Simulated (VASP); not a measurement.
Runs of VASP 6.6.1 on RbMg3Zn. The structure is that of space group Pm-3m (No. 221), or close to it. The cells are those of the table. 

| task | cell | k mesh | cutoff (eV) | gap on the mesh (eV) | pressure (GPa) | relaxed volume (Å³/atom) |
| --- | --- | --- | --- | --- | --- | --- |
| single point | a = 5.327 Å, 5 atoms | 8 × 8 × 8, shifted | 520 | none | 0.0 | - |
| single point | a = 5.327 Å, 5 atoms | 8 × 8 × 8 | 520 | none | 0.0 | - |
| single point | a = 5.304 Å, 5 atoms | 4 × 4 × 4 | 520 | none | (a) | - |
| relaxation of cell and atoms | relaxed from a = 4.658 Å, 5 atoms | 4 × 4 × 4 | 600 | none | -0.1 | 30.04 |
| single point | a = 4.658 Å, 5 atoms | 4 × 4 × 4 | 520 | none | 19.9 | - |
| relaxation of cell and atoms | relaxed from a = 5.304 Å, 5 atoms | 8 × 8 × 8 | 600 | none | 0.0 | 30.20 |

Alike in all rows: level PBE; potentials or basis VASP PAW PBE potentials, release 64 (Rb_sv, Mg, Zn); no spin polarisation; smearing gaussian 0.1 eV.

**Question.** Fill in the values left out.

**Answer.** (a) 0.1.

Caveats: the volume moved by over 15 % at a fixed basis, so the end points are rough (at least some runs); the cell stands under pressure (at least some runs).

A k mesh can miss the band edges, and the runs leave out spin-orbit coupling on Rb.

A gap of «none» marks levels without a gap at the run's occupations.
